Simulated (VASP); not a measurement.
A run of VASP 6.6.1 is set up as follows.

File INCAR:

```
SYSTEM = Cu
  PREC = Accurate
  ENCUT = 820
  EDIFF = 1E-6
  ISMEAR = 0
  SIGMA = 0.15
  LREAL = .FALSE.
  LASPH = .TRUE.
  NELM = 120
  ALGO = Normal
  ISIF = 2
  LWAVE = .FALSE.
  LCHARG = .FALSE.
  GGA = PS
  NBANDS = 16
  GGA_COMPAT = .FALSE.
```

Contents of KPOINTS:

```
Automatic mesh
0
G
  22 22 22
  0 0 0
```

File POSCAR:

```
Cu
1.0
    0.0000000000      1.7171250000      1.8075000000
    1.7171250000      0.0000000000      1.8075000000
    1.7171250000      1.7171250000      0.0000000000
Cu
1
Direct
    0.0000000000      0.0000000000      0.0000000000
```

Potentials or basis: VASP PAW PBE potentials, release 64 (Cu_sv_GW).

Command:

```sh
$ cat potpaw_PBE.64/Cu_sv_GW/POTCAR > POTCAR
$ mpirun -np 1 vasp_std > vasp.out
```

Task: What does it give for the band gap on the k mesh?

Result: Zero (an odd number of electrons rules out a gap without spin polarisation).

Task: Estimate the pressure.

Result: 10.6 GPa.

Stress tensor (GPa, compression positive):
```
12.18  0.00  0.00
 0.00 12.18  0.00
 0.00  0.00  7.43
```

Caveat: the cell differs from its parent crystal (strain -0.050 along x and y, +0.000 along z); the cell stands under pressure; the PAW data sets were made with another functional, which shifts forces and pressure a little.
